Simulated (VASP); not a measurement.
PtS2:

```
CELL_PARAMETERS angstrom
1.75461 1.00167 5.52305
-1.77427 1.03573 5.52305
0.01966 -2.03740 5.52305
ATOMIC_POSITIONS crystal
Pt 0.00000 0.00000 0.00000
S 0.25469 0.26186 0.25835
S 0.74531 0.73814 0.74165
```

This cell differs from its parent crystal: shear xy strain -1.9%.

Base run:

* Program: VASP 6.6.1
* Functional: PBE
* Potentials or basis: VASP PAW PBE potentials, release 64 (Pt, S)
* Cutoff: 520 eV
* k mesh: 8 × 8 × 8
* Occupations: fermi-dirac, width 0.02 eV
* Spin: no spin polarisation

Its results: band gap on the k mesh 0.98 eV, indirect (least direct gap 1.17 eV); pressure 3.0 GPa; largest force 0.012 eV/Å.

Q: The run is repeated on the same cell with these changes: functional from PBE to r2SCAN; occupations from fermi-dirac, width 0.02 eV to gaussian, width 0.01 eV. What comes out?

A: Band gap on the k mesh 1.12 eV, indirect (least direct gap 1.37 eV); pressure 1.1 GPa; largest force 0.046 eV/Å.

Caveats: spin-orbit coupling is left out, which moves the levels of the heavy elements; the PAW data sets were made with another functional, which shifts forces and pressure a little (some runs).

A k mesh can miss the band edges.
